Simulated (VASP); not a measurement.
# V (Im-3m) in VASP: a series of runs

V is run at these levels: LDA; tasks: single point.

All numbers are computed with VASP 6.6.1; they aren't measurements. Logs are shortened: lines on timing, memory, paths and dates and some standing lists are left out, and cuts for length are marked.

## Step 1: The cell of the first run

The structure is cubic, space group Im-3m (No. 229). Conventional cell: a = 2.927 Å, b = 2.927 Å, c = 2.927 Å, α = 90.00°, β = 90.00°, γ = 90.00°. V (site symmetry m-3m) has 14 V at 2.54 to 2.93 Å within 3.3 Å.

## Step 2: Single point, LDA

File INCAR:

```
PREC = Accurate
ENCUT = 520
EDIFF = 1E-6
ISMEAR = 1
SIGMA = 0.01
LREAL = F
LASPH = T
NELM = 80
ALGO = Normal
ISIF = 2
LWAVE = F
LCHARG = T
GGA = CA
LELF = T
LVHAR = T
NBANDS = 12
```

File KPOINTS:

```
regular mesh
0
Gamma
  15 15 15
```

File POSCAR:

```
V
1.0
   -1.4636513664      1.4636513664      1.4636513664
    1.4636513664     -1.4636513664      1.4636513664
    1.4636513664      1.4636513664     -1.4636513664
V
1
Direct
    0.0000000000      0.0000000000      0.0000000000
```

Potentials or basis: VASP PAW LDA potentials, release 64 (V_sv).

On the command line:

```bash
cat potpaw_LDA.64/V_sv/POTCAR > POTCAR
mpirun -np 1 vasp_std > vasp.out
```

OUTCAR:

```text
PREC = Accurate
   ENCUT = 520
   EDIFF = 1E-6
   ISMEAR = 1
   LREAL = F
   LASPH = T
   NELM = 80
   ISIF = 2
   GGA = CA

 ion  position               nearest neighbor table
   1  0.000  0.000  0.000-

  LATTYP: Found a body centered cubic cell.
 ALAT       =     2.9273027328

  Lattice vectors:

 A1 = (  -1.4636513664,   1.4636513664,   1.4636513664)
 A2 = (   1.4636513664,  -1.4636513664,   1.4636513664)
 A3 = (   1.4636513664,   1.4636513664,  -1.4636513664)

Analysis of symmetry for initial positions (statically):
=====================================================================
 Subroutine PRICEL returns:
 Original cell was already a primitive cell.

 Routine SETGRP: Setting up the symmetry group for a
 body centered cubic supercell.

 Subroutine GETGRP returns: Found 48 space group operations
 (whereof 48 operations were pure point group operations)
 out of a pool of 48 trial point group operations.

The static configuration has the point symmetry O_h .

Analysis of symmetry for dynamics (positions and initial velocities):
=====================================================================
 Subroutine PRICEL returns:
 Original cell was already a primitive cell.

 Routine SETGRP: Setting up the symmetry group for a
 body centered cubic supercell.

 Subroutine GETGRP returns: Found 48 space group operations
 (whereof 48 operations were pure point group operations)
 out of a pool of 48 trial point group operations.

The dynamic configuration has the point symmetry O_h .

 Subroutine INISYM returns: Found 48 space group operations
 (whereof 48 operations are pure point group operations),
 and found     1 'primitive' translations

----------------------------------------------------------------------------------------

                                     Primitive cell

  volume of cell :      12.5422

  direct lattice vectors                    reciprocal lattice vectors
    -1.463651366  1.463651366  1.463651366     0.000000000  0.341611405  0.341611405
     1.463651366 -1.463651366  1.463651366     0.341611405  0.000000000  0.341611405
     1.463651366  1.463651366 -1.463651366     0.341611405  0.341611405  0.000000000

  length of vectors
     2.535118531  2.535118531  2.535118531     0.483111482  0.483111482  0.483111482

  position of ions in fractional coordinates (direct lattice)
     0.000000000  0.000000000  0.000000000

  ion indices of the primitive-cell ions
   primitive index   ion index
                 1           1

----------------------------------------------------------------------------------------

 KPOINTS: regular mesh

Automatic generation of k-mesh.
 Grid dimensions read from file:
 generate k-points for:   15   15   15

 Generating k-lattice:

  Cartesian coordinates                     Fractional coordinates (reciprocal lattice)
     0.000000000  0.022774094  0.022774094     0.066666667  0.000000000  0.000000000
     0.022774094  0.000000000  0.022774094     0.000000000  0.066666667  0.000000000
     0.022774094  0.022774094  0.000000000     0.000000000  0.000000000  0.066666667

  Length of vectors
     0.032207432  0.032207432  0.032207432

  Shift w.r.t. Gamma in fractional coordinates (k-lattice)
     0.000000000  0.000000000  0.000000000

 Subroutine IBZKPT returns following result:
 ===========================================

 Found    120 irreducible k-points:

 Following reciprocal coordinates:
            Coordinates               Weight
  0.000000  0.000000  0.000000      1.000000
  0.066667  0.000000  0.000000     12.000000
  0.133333  0.000000  0.000000     12.000000
  0.200000  0.000000  0.000000     12.000000
  0.266667  0.000000  0.000000     12.000000
  0.333333  0.000000  0.000000     12.000000
[... 16 lines left out ...]
  0.333333  0.200000  0.000000     48.000000
  0.400000  0.200000  0.000000     24.000000
 [... further k-points ...]
   k-points           NKPTS =    120   k-points in BZ     NKDIM =    120   number of bands    NBANDS=     12
   number of dos      NEDOS =    301   number of ions     NIONS =      1
   total plane-waves  NPLWV =   8000
   dimension x,y,z NGX =    20 NGY =   20 NGZ =   20
   dimension x,y,z NGXF=    40 NGYF=   40 NGZF=   40
   ions per type =               1
   NGX,Y,Z   is equivalent  to a cutoff of  13.12, 13.12, 13.12 a.u.
   NGXF,Y,Z  is equivalent  to a cutoff of  26.23, 26.23, 26.23 a.u.
 SYSTEM =  unknown system
   PREC   = accura    normal or accurate (medium, high low for compatibility)
   ISTART =      0    job   : 0-new  1-cont  2-samecut
   ICHARG =      2    charge: 1-file 2-atom 10-const
   ISPIN  =      1    spin polarized calculation?
   LNONCOLLINEAR =      F non collinear calculations
   LSORBIT =      F    spin-orbit coupling
   LASPH  =      T    aspherical Exc in radial PAW
   ENCUT  =  520.0 eV  38.22 Ry    6.18 a.u.   4.71  4.71  4.71*2*pi/ulx,y,z
   NELM   =     80;   NELMIN=  2; NELMDL= -5     # of ELM steps
   EDIFF  = 0.1E-05   stopping-criterion for ELM
   LREAL  =      F    real-space projection
   EDIFFG = 0.1E-04   stopping-criterion for IOM
   NSW    =      0    number of steps for IOM
   IBRION =     -1    ionic relax: 0-MD 1-quasi-New 2-CG
   NFREE  =      0    steps in history (QN), initial steepest desc. (CG)
   ISIF   =      2    stress and relaxation
   ISYM   =      2    0-nonsym 1-usesym 2-fastsym
   POTIM  = 0.5000    time-step for ionic-motion
   TEBEG  =    0.0;   TEEND  =   0.0 temperature during run
   PSTRESS=    0.0 pullay stress
   NELECT =      13.0000    total number of electrons
   NUPDOWN=      -1.0000    fix difference up-down
   EMIN   =  10.00;   EMAX   =-10.00  energy-range for DOS
   EFERMI =   0.00;   METHOD = LEGACY
   ISMEAR =     1;   SIGMA  =   0.01  broadening in eV -4-tet -1-fermi 0-gaus
   EFERMI_NEDOS =   21; number of points for ismear=-14 and -15
   IALGO  =     38    algorithm
   IMIX   =      4    mixing-type and parameters
     AMIX     =   0.40;   BMIX     =  1.00
     AMIX_MAG =   1.60;   BMIX_MAG =  1.00
  volume/ion in A,a.u.               =      12.54        84.64
  Fermi-wavevector in a.u.,A,eV,Ry     =   1.656781  3.130861 37.346926  2.744922
  Thomas-Fermi vector in A             =   2.744646
   LORBIT       =      0    0 simple, 1 ext, 2 COOP (PROOUT), +10 PAW based schemes
   GGA     = CA    functional components
   LHFCALC =     F    Hartree Fock is set to
   AEXX    =    0.0000 exact exchange contribution
   IVDW    =     0    specifies the selected vdW correction
   LEPSILON=     F    determine dielectric tensor
   LRPA    =     F    only Hartree local field effects (RPA)
 non-spin polarized calculation
 Methfessel and Paxton  Order N= 1 SIGMA  =   0.01
  energy-cutoff  :      520.00
  volume of cell :       12.54
 maximum number of plane-waves:       366
   NGX =  9   NGY =  9   NGZ =  9

 number of electron      13.0000011 magnetization

 Free energy of the ion-electron system (eV)
  ---------------------------------------------------
  ext. energy  EPLUGINS =         0.00000000
  ---------------------------------------------------
  free energy    TOTEN  =        -9.95401320 eV

  energy without entropy =       -9.95400984  energy(sigma->0) =       -9.95401208

 E-fermi :  10.3900     XC(G=0): -13.6236

 val. band max:       10.3842946648   @ k =   0.0667   0.0667   0.0667
 cond. band min:      10.4228101319   @ k =   0.4000   0.2000   0.0000
 fundamental gap:      0.0385154671
 Fermi energy:        10.3899979414

 k-point     1 :       0.0000    0.0000    0.0000
  band No.  band energies     occupation
      1     -52.4872      2.00000
      2     -26.0559      2.00000
      3     -26.0559      2.00000
      4     -26.0559      2.00000
      5       3.7521      2.00000
      6      10.7998      0.00000
      7      10.7998      0.00000
      8      10.7998      0.00000
      9      12.9831      0.00000
     10      12.9831      0.00000
     11      31.5012      0.00000
     12      31.5012      0.00000

 k-point     2 :       0.0667    0.0000    0.0000
  band No.  band energies     occupation
      1     -52.4756      2.00000
      2     -26.1086      2.00000
      3     -26.0717      2.00000
      4     -26.0564      2.00000
      5       3.9444      2.00000
      6      10.7147      0.00000
      7      10.7817      0.00000
      8      10.9418      0.00000
      9      12.8845      0.00000
     10      12.9885      0.00000
     11      31.2480      0.00000
     12      31.4920      0.00000

 k-point     3 :       0.1333    0.0000    0.0000
  band No.  band energies     occupation
      1     -52.4425      2.00000
      2     -26.2561      2.00000
      3     -26.1161      2.00000
      4     -26.0577      2.00000
      5       4.4946      2.00000
      6      10.4812     -0.00000
      7      10.6917      0.00000
      8      11.3551      0.00000
      9      12.6872      0.00000
     10      13.0092      0.00000
     11      30.4223      0.00000
     12      31.2732      0.00000
[... 286 lines left out ...]
 k-point    23 :       0.3333    0.2000    0.0000
  band No.  band energies     occupation
      1     -52.2001      2.00000
      2     -27.0512      2.00000
      3     -26.5501      2.00000
      4     -26.1696      2.00000
      5       7.9356      2.00000
      6       9.2011      2.00000
      7      10.2749      2.00000
      8      12.8789      0.00000
      9      13.6026      0.00000
     10      16.7979      0.00000
     11      22.2296      0.00000
     12      24.8794      0.00000

 k-point    24 :       0.4000    0.2000    0.0000
  band No.  band energies     occupation
      1     -52.1902      2.00000
      2     -27.0701      2.00000
      3     -26.5813      2.00000
      4     -26.1719      2.00000
      5       7.9109      2.00000
      6       9.1967      2.00000
      7      10.4228     -0.00004
      8      12.9463      0.00000
      9      13.6603      0.00000
     10      17.4169      0.00000
     11      21.3393      0.00000
     12      24.6628      0.00000

 [... further k-points ...]

------------------------ aborting loop because EDIFF is reached ----------------------------------------

  FORCE on cell =-STRESS in cart. coord.  units (eV):
  Direction    XX          YY          ZZ          XY          YZ          ZX
  --------------------------------------------------------------------------------------
  -------------------------------------------------------------------------------------
  Total        0.0049805      0.0049805      0.0049805     -0.0000000      0.0000000     -0.0000000
  in kB        0.6362271      0.6362271      0.6362271     -0.0000000      0.0000000     -0.0000000
  external PRESSURE =       0.6362271 kB  Pullay stress =       0.0000000 kB

 VOLUME and BASIS-vectors are now :
 -----------------------------------------------------------------------------
  energy-cutoff  :      520.00
  volume of cell :       12.54
      direct lattice vectors                 reciprocal lattice vectors
    -1.463651366  1.463651366  1.463651366     0.000000000  0.341611405  0.341611405
     1.463651366 -1.463651366  1.463651366     0.341611405  0.000000000  0.341611405
     1.463651366  1.463651366 -1.463651366     0.341611405  0.341611405  0.000000000

 POSITION                                       TOTAL-FORCE (eV/Angst)
 -----------------------------------------------------------------------------------
      0.00000      0.00000      0.00000        -0.000000     -0.000000     -0.000000
 -----------------------------------------------------------------------------------
    total drift:                                0.000000     -0.000000      0.000000

  FREE ENERGIE OF THE ION-ELECTRON SYSTEM (eV)
  ---------------------------------------------------
  free  energy   TOTEN  =        -9.9540131988 eV

  energy  without entropy=       -9.9540098368  energy(sigma->0) =       -9.95401208
```

Run time: 22 s. Hardware: 1 thread of Intel Xeon 8259CL, shared host; peak memory 0.13 GiB.

Results:

```
Free energy : -9.9540 eV
Pressure    : 0.1 GPa
```

## Step 3: Single point, LDA

File INCAR:

```
ALGO = Normal
EDIFF = 1E-6
ENCUT = 520
GGA = CA
ISIF = 2
ISMEAR = 1
LASPH = T
LCHARG = F
LREAL = F
LWAVE = F
NBANDS = 12
NELM = 80
PREC = Accurate
SIGMA = 0.1
```

File KPOINTS:

```
k-points
0
Gamma
  15 15 15
```

POSCAR is that of step 2.

Potentials or basis: VASP PAW LDA potentials, release 64 (V_sv).

On the command line:

```bash
cat potpaw_LDA.64/V_sv/POTCAR > POTCAR
mpirun -np 1 vasp_std > vasp.out
```

Wall time 21 s (1 thread of Intel Xeon 8259CL, shared host); peak memory 0.13 GiB.

The run converged. Its results:

```yaml
Free_energy: -9.9530 eV
Pressure: 0.2 GPa
```

Levels at points of the mesh, in eV from the Fermi level:
| k point | band 2 | band 3 | band 4 | band 5 | band 6 | band 7 | band 8 | band 9 | band 10 | band 11 |
| --- | --- | --- | --- | --- | --- | --- | --- | --- | --- | --- |
| (0.00, 0.00, 0.00) | -36.45 | -36.45 | -36.45 | -6.64 | 0.41 | 0.41 | 0.41 | 2.59 | 2.59 | 21.11 |

## Step 4: Single point, LDA

File INCAR:

```
SYSTEM = V
ALGO = Normal
EDIFF = 1E-7
ENCUT = 520
ISIF = 2
ISMEAR = 1
LASPH = .TRUE.
LCHARG = .FALSE.
LREAL = .FALSE.
LWAVE = .FALSE.
NBANDS = 12
NELM = 80
PREC = Accurate
SIGMA = 0.2
```

File KPOINTS:

```
k-points
0
G
  15 15 15
  0 0 0
```

POSCAR is that of step 3.

On the command line:

```bash
cat potpaw_LDA.64/V_sv/POTCAR > POTCAR
mpirun -np 1 vasp_std > vasp.out
```

Wall time 21 s (1 thread of Intel Xeon 8259CL, shared host); peak memory 0.13 GiB.

The run converged. Its results:

| Property | Result |
| --- | --- |
| Free energy | -9.9515 eV |
| Pressure | 0.2 GPa |

Levels at points of the mesh, in eV from the Fermi level:
```tsv
k point	band 4	band 5	band 6	band 7	band 8	band 9
(0.00, 0.00, 0.00)	-36.46	-6.65	0.39	0.39	0.39	2.58
```

## Step 5: Single point, LDA

File INCAR:

```
SYSTEM = V
PREC = Accurate ; ENCUT = 520
EDIFF = 1E-6 ; ISMEAR = 1
SIGMA = 0.3 ; LREAL = .FALSE.
LASPH = .TRUE. ; NELM = 100
ALGO = Normal ; ISIF = 2
LWAVE = .FALSE. ; LCHARG = .TRUE.
GGA = CA ; LELF = .TRUE.
LVHAR = .TRUE. ; NBANDS = 12
```

File KPOINTS:

```
Automatic mesh
0
G
  15 15 15
  0 0 0
```

POSCAR is that of step 4.

On the command line:

```bash
cat potpaw_LDA.64/V_sv/POTCAR > POTCAR
mpirun -np 1 vasp_std > vasp.out
```

Run time: 22 s. Hardware: 1 thread of Intel Xeon 8259CL, shared host; peak memory 0.13 GiB.

The run converged. Its results:

```
Free energy : -9.9510 eV
Pressure    : 0.1 GPa
```

Levels at points of the mesh, in eV from the Fermi level:
```csv
k point,band 3,band 4,band 5,band 6,band 7,band 8,band 9,band 10
"(0.00, 0.00, 0.00)",-36.47,-36.47,-6.66,0.39,0.39,0.39,2.57,2.57
```

## Step 6: Single point, LDA

File INCAR:

```
SYSTEM = V
PREC     = Accurate       ! precision mode
ENCUT    = 520            ! plane-wave cutoff, eV
EDIFF    = 1E-6           ! SCF threshold, eV
ISMEAR   = 1              ! smearing method
SIGMA    = 0.6            ! smearing width, eV
LREAL    = .False.        ! projectors in reciprocal space
LASPH    = .True.         ! aspherical terms in the spheres
NELM     = 100            ! most SCF steps
ALGO     = Normal         ! electronic algorithm
ISIF     = 2              ! what is computed and relaxed
LWAVE    = .False.        ! write WAVECAR
LCHARG   = .True.         ! write CHGCAR
GGA      = CA             ! functional
LELF     = .True.         ! ELF
LVHAR    = .True.       
NBANDS   = 12             ! bands
```

File KPOINTS:

```
regular mesh
0
Gamma
  15 15 15
  0 0 0
```

POSCAR is that of step 5.

Potentials or basis: VASP PAW LDA potentials, release 64 (V_sv).

On the command line:

```bash
cat potpaw_LDA.64/V_sv/POTCAR > POTCAR
mpirun -np 1 vasp_std > vasp.out
```

OUTCAR:

```text
SYSTEM = V
   PREC = Accurate
   ENCUT = 520
   EDIFF = 1E-6
   ISMEAR = 1
   LREAL = .False.
   LASPH = .True.
   NELM = 100
   ISIF = 2
   GGA = CA

 ion  position               nearest neighbor table
   1  0.000  0.000  0.000-

  LATTYP: Found a body centered cubic cell.
 ALAT       =     2.9273027328

  Lattice vectors:

 A1 = (  -1.4636513664,   1.4636513664,   1.4636513664)
 A2 = (   1.4636513664,  -1.4636513664,   1.4636513664)
 A3 = (   1.4636513664,   1.4636513664,  -1.4636513664)

Analysis of symmetry for initial positions (statically):
=====================================================================
 Subroutine PRICEL returns:
 Original cell was already a primitive cell.

 Routine SETGRP: Setting up the symmetry group for a
 body centered cubic supercell.

 Subroutine GETGRP returns: Found 48 space group operations
 (whereof 48 operations were pure point group operations)
 out of a pool of 48 trial point group operations.

The static configuration has the point symmetry O_h .
[... 164 lines left out ...]
 Fermi energy:        10.4320176960

 k-point     1 :       0.0000    0.0000    0.0000
  band No.  band energies     occupation
      1     -52.4759      2.00000
      2     -26.0448      2.00000
      3     -26.0448      2.00000
      4     -26.0448      2.00000
      5       3.7522      2.00000
      6      10.8084      0.13628
      7      10.8084      0.13628
      8      10.8084      0.13628
      9      12.9907     -0.00000
     10      12.9907     -0.00000
     11      31.5001      0.00000
     12      31.5001      0.00000
[... 331 lines left out ...]
 k-point    24 :       0.4000    0.2000    0.0000
  band No.  band energies     occupation
      1     -52.1787      2.00000
      2     -27.0597      2.00000
      3     -26.5705      2.00000
      4     -26.1610      2.00000
      5       7.9153      2.00000
      6       9.2031      2.01364
      7      10.4267      1.01506
      8      12.9546     -0.00000
      9      13.6690     -0.00000
     10      17.4238     -0.00000
     11      21.3454     -0.00000
     12      24.6655      0.00000

 [... further k-points ...]

------------------------ aborting loop because EDIFF is reached ----------------------------------------

  FORCE on cell =-STRESS in cart. coord.  units (eV):
  Direction    XX          YY          ZZ          XY          YZ          ZX
  --------------------------------------------------------------------------------------
  -------------------------------------------------------------------------------------
  Total        0.0204190      0.0204190      0.0204190      0.0000000      0.0000000      0.0000000
  in kB        2.6083831      2.6083831      2.6083831      0.0000000      0.0000000      0.0000000
  external PRESSURE =       2.6083831 kB  Pullay stress =       0.0000000 kB

 VOLUME and BASIS-vectors are now :
 -----------------------------------------------------------------------------
  energy-cutoff  :      520.00
  volume of cell :       12.54
      direct lattice vectors                 reciprocal lattice vectors
    -1.463651366  1.463651366  1.463651366     0.000000000  0.341611405  0.341611405
     1.463651366 -1.463651366  1.463651366     0.341611405  0.000000000  0.341611405
     1.463651366  1.463651366 -1.463651366     0.341611405  0.341611405  0.000000000

 POSITION                                       TOTAL-FORCE (eV/Angst)
 -----------------------------------------------------------------------------------
      0.00000      0.00000      0.00000        -0.000000      0.000000     -0.000000
 -----------------------------------------------------------------------------------
    total drift:                                0.000000     -0.000000      0.000000

  FREE ENERGIE OF THE ION-ELECTRON SYSTEM (eV)
  ---------------------------------------------------
  free  energy   TOTEN  =        -9.9586131794 eV

  energy  without entropy=       -9.9343244723  energy(sigma->0) =       -9.95051694
```

Wall time 22 s (1 thread of Intel Xeon 8259CL, shared host); peak memory 0.13 GiB.

What came out:

```
Free energy : -9.9586 eV
Pressure    : 0.3 GPa
```

Levels at points of the mesh, in eV from the Fermi level:
| k point | band 3 | band 4 | band 5 | band 6 | band 7 | band 8 | band 9 | band 10 |
| --- | --- | --- | --- | --- | --- | --- | --- | --- |
| (0.00, 0.00, 0.00) | -36.48 | -36.48 | -6.68 | 0.38 | 0.38 | 0.38 | 2.56 | 2.56 |

## Step 7: The runs side by side

```tsv
smearing	gap on the mesh (eV)	pressure (GPa)
methfessel-paxton 0.01 eV	none	0.1
methfessel-paxton 0.1 eV	none	0.2
methfessel-paxton 0.2 eV	none	0.2
methfessel-paxton 0.3 eV	none	0.1
methfessel-paxton 0.6 eV	none	0.3
```

Alike in all rows: task single point; level LDA; potentials or basis VASP PAW LDA potentials, release 64 (V_sv); no spin polarisation; cell as given; k mesh 15 × 15 × 15; cutoff (eV) 520.

Every run on the cell as given and a fine mesh finds a metal.

Total energies depend on the potentials used, so only differences within one code and one set of settings carry meaning.
